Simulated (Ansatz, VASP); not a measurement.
# InGa3P4: VASP beside Ansatz

```xyz
8
Lattice="3.9654 0.0000 0.0000 0.0000 3.9654 0.0000 0.0000 0.0000 11.2880" Properties=species:S:1:pos:R:3 pbc="T T T"
In    1.9827    1.9827    0.0000
Ga    0.0000    0.0000    8.3559
Ga    0.0000    0.0000    2.9322
Ga    1.9827    1.9827    5.6440
P     1.9827    0.0000    9.6980
P     0.0000    1.9827    1.5900
P     1.9827    0.0000    4.2889
P     0.0000    1.9827    6.9991
```

Alike in both runs: functional PBE; k mesh 8 × 8 × 4; occupations gaussian, width 0.02 eV; no spin polarisation.

Ansatz relaxed the structure, and its values are those at the end. VASP's run is a single point on that final structure, the one shown.

|  | VASP | Ansatz |
| --- | --- | --- |
| version | VASP 6.6.1 | Ansatz 0.2.0 |
| potentials or method | VASP PAW PBE potentials, release 64 (In_d, Ga_d, P), cutoff 520 eV | scalar-relativistic, plane waves, PAW |
| valence electrons in the cell | 72 | 72 |

|  | VASP | Ansatz | Ansatz less VASP |
| --- | --- | --- | --- |
| gap on the k mesh at the Fermi level (eV) | 1.11 | 1.11 | +0.003 |
| least direct gap on the mesh (eV) | 1.11 | 1.11 | +0.003 |
| pressure (GPa) | 0.0 | 0.0 | -0.01 |
